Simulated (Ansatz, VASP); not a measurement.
**Two plane-wave programs on Al2Cu**

Contents of POSCAR:

```
Al2Cu
1.0
    4.0866984621      0.0013549814     -0.0100177851
    0.0013549814      4.1025583957      0.0178365925
   -0.0070556074      0.0125624568      2.9085422956
Al Cu
2 1
Direct
    0.4687560276      0.0117958310      0.4766540501
    0.0213922591      0.5074259987      0.4270045301
    0.0251393845      0.0352885078      0.0181625366
```

INCAR.step1

```
  ALGO = Normal
  EDIFF = 1E-4
  ENCUT = 520
  GGA = PE
  ISMEAR = 0
  LASPH = T
  LCHARG = F
  LREAL = F
  LWAVE = T
  NBANDS = 16
  NELM = 80
  PREC = Accurate
  SIGMA = 0.1
```

File INCAR.step2:

```
  ALGO = Normal
  EDIFF = 1E-6
  ENCUT = 520
  ISIF = 2
  ISMEAR = 0
  ISTART = 1
  LASPH = T
  LCHARG = F
  LMIXTAU = T
  LREAL = F
  LWAVE = F
  METAGGA = R2SCAN
  NBANDS = 16
  NELM = 80
  PREC = Accurate
  SIGMA = 0.1
```

KPOINTS

```
k-points
0
Gamma
  2 2 2
```

Input for Ansatz:

```yaml
crystal:
  lattice:
    - [4.0866984621, 0.0013549814, -0.0100177851]
    - [0.0013549814, 4.1025583957, 0.0178365925]
    - [-0.0070556074, 0.0125624568, 2.9085422956]
  atoms:
    - { symbol: Al, position: [0.4687560276, 0.011795831, 0.4766540501] }
    - { symbol: Al, position: [0.0213922591, 0.5074259987, 0.4270045301] }
    - { symbol: Cu, position: [0.0251393845, 0.0352885078, 0.0181625366] }
basis:
  ecutwfc: 500
kpoints:
  mp_grid: { grid: [2, 2, 2] }
hamiltonian:
  xc: r2scan
scf:
  occupations: { method: gaussian, width: 0.1 }
output:
  forces: true
  stress: true
  eigenvalues: true
```

Change from the starting cell: kmesh displaced: [2, 2, 2] Gamma-centred.

Alike in both runs: task single point; functional r2SCAN; k mesh 2 × 2 × 2; occupations gaussian, width 0.1 eV; no spin polarisation.

|  | VASP | Ansatz |
| --- | --- | --- |
| version | VASP 6.6.1 | Ansatz 0.2.0 |
| potentials or method | VASP PAW PBE potentials, release 64 (Al, Cu), cutoff 520 eV | scalar-relativistic, plane waves, PAW |
| valence electrons in the cell | 17 | 25 |

```tsv
	VASP	Ansatz	Ansatz less VASP
gap on the k mesh at the Fermi level (eV)	none	none	-
pressure (GPa)	-0.4	-0.2	+0.16
traceless stress, the component that is largest in VASP (GPa)	11.66	11.70	+0.044
rms of the force components (eV/Å)	1.266	1.271	+0.0048
```

VASP's potentials were made for PBE, not for r2SCAN. Atom by atom the forces differ by 0.006 eV/Å (rms over components). A gap of «none» marks a metal or a gap that the smearing closes. VASP's potentials hold 17 valence electrons a cell and Ansatz's 25, so a difference there can come from the potentials and not from the codes.

The k mesh is coarse, so the values compare programs but aren't converged.
